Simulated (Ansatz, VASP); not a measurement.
**Na: VASP beside Ansatz**

```
Na
1.0
    -2.11250    2.11250    2.11250
     2.11250   -2.11250    2.11250
     2.11250    2.11250   -2.11250
Na
1
Cartesian
  0.0000 0.0000 0.0000
```

Alike in both runs: task single point; functional r2SCAN; k mesh 5 × 5 × 5; occupations fermi-dirac, width 0.1 eV; no spin polarisation.

|  | VASP | Ansatz |
| --- | --- | --- |
| version | VASP 6.6.1 | Ansatz 0.2.0 |
| potentials or method | VASP PAW PBE potentials, release 64 (Na_pv), cutoff 520 eV | plane waves (500 eV) with PAW, scalar-relativistic |
| valence electrons in the cell | 7 | 9 |

Ansatz gave:

- pressure (GPa): 0.0

Task: Which values does VASP return?

Result: Pressure (GPa): 0.1.

VASP's potentials were made for PBE, not for r2SCAN. With one functional, cell and mesh, what is left measures potentials, basis and numerics. VASP's potentials hold 7 valence electrons a cell and Ansatz's 9, so a difference there can come from the potentials and not from the codes.

The k mesh is coarse, so the values compare programs but aren't converged.
